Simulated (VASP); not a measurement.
# Al: single point with r2SCAN

Crystal: Al.

```
CELL_PARAMETERS angstrom
0.00000 1.99611 1.99611
1.99611 0.00000 1.99611
1.99611 1.99611 0.00000
ATOMIC_POSITIONS crystal
Al 0.00000 0.00000 0.00000
```

| Item | Value |
| --- | --- |
| Program | VASP 6.6.1 |
| Task | single point |
| Functional | r2SCAN |
| Potentials or basis | VASP PAW PBE potentials, release 64 (Al) |
| Cutoff | 520 eV |
| k mesh | 18 × 18 × 18 |
| Occupations | fermi-dirac, width 0.05 eV |
| Spin | no spin polarisation |
| Dipole correction | no |
| Further INCAR settings | ALGO = Normal; EDIFF = 1e-06; NBANDS = 8 |

```json
{
 "Pressure": "-0.3 GPa"
}
```

Levels at points of the mesh, in eV from the Fermi level:
| k point | band 1 | band 2 | band 3 | band 4 | band 5 | band 6 |
| --- | --- | --- | --- | --- | --- | --- |
| (0.00, 0.00, 0.00) | -12.10 | 13.53 | 13.53 | 13.53 | 15.73 | 15.73 |
| (0.50, 0.00, 0.00) | -5.15 | -4.59 | 12.25 | 12.25 | 12.73 | 12.73 |
| (0.50, 0.50, 0.00) | -3.25 | -1.67 | 5.47 | 6.18 | 6.18 | 10.28 |

Wall time 28 s on 1 thread of Intel(R) Xeon(R) 6975P-C (Granite Rapids) (shared host), peak memory 0.15 GiB.

Caveat: the PAW data sets were made with another functional, which shifts forces and pressure a little.
